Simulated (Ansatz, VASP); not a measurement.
## One calculation of GaAs, two programs

File INCAR:

```
ALGO = Normal ; EDIFF = 1E-6
ENCUT = 500 ; GGA = PE
GGA_COMPAT = F ; ISIF = 2
ISMEAR = 0 ; LASPH = T
LCHARG = T ; LELF = T
LREAL = F ; LVHAR = T
LWAVE = F ; NBANDS = 16
NELM = 120 ; PREC = Accurate
SIGMA = 0.01
```

The input KPOINTS:

```
k-points
0
Gamma
  6 6 6
```

The input POSCAR:

```
GaAs
1.0
    0.0000000000      2.8268500000      2.8268500000
    2.8268500000      0.0000000000      2.8268500000
    2.8268500000      2.8268500000      0.0000000000
Ga As
1 1
Direct
    0.0000000000      0.0000000000      0.0000000000
    0.7500000000      0.7500000000      0.7500000000
```

Input for Ansatz:

```yaml
crystal:
  lattice:
    bravais: fcc
    a: 5.6537
  space_group: 216
  atoms:
    - { symbol: Ga, position: [0.0, 0.0, 0.0] }
    - { symbol: As, position: [0.25, 0.25, 0.75] }
  reduce_to_primitive: true
basis:
  ecutwfc: 557.833418042754
kpoints:
  mp_grid:
    grid: [6, 6, 6]
hamiltonian:
  xc: pbe
  pseudopotentials:
    kind: paw
scf:
  occupations:
    method: fixed
output:
  stress: true
```

Alike in both runs: task single point; functional PBE; k mesh 6 × 6 × 6; no spin polarisation.

|  | VASP | Ansatz |
| --- | --- | --- |
| version | VASP 6.6.1 | Ansatz 0.2.0 |
| potentials or method | VASP PAW PBE potentials, release 64 (Ga_d, As), cutoff 500 eV | plane waves, PAW |
| occupations | gaussian, width 0.01 eV | fixed |
| valence electrons in the cell | 18 | 28 |

VASP gave:

- pressure (GPa): 3.4

Task: What did Ansatz give for the same quantities?

Result: Pressure (GPa): 3.3.

VASP's potentials hold 18 valence electrons a cell and Ansatz's 28, so a difference there can come from the potentials and not from the codes.
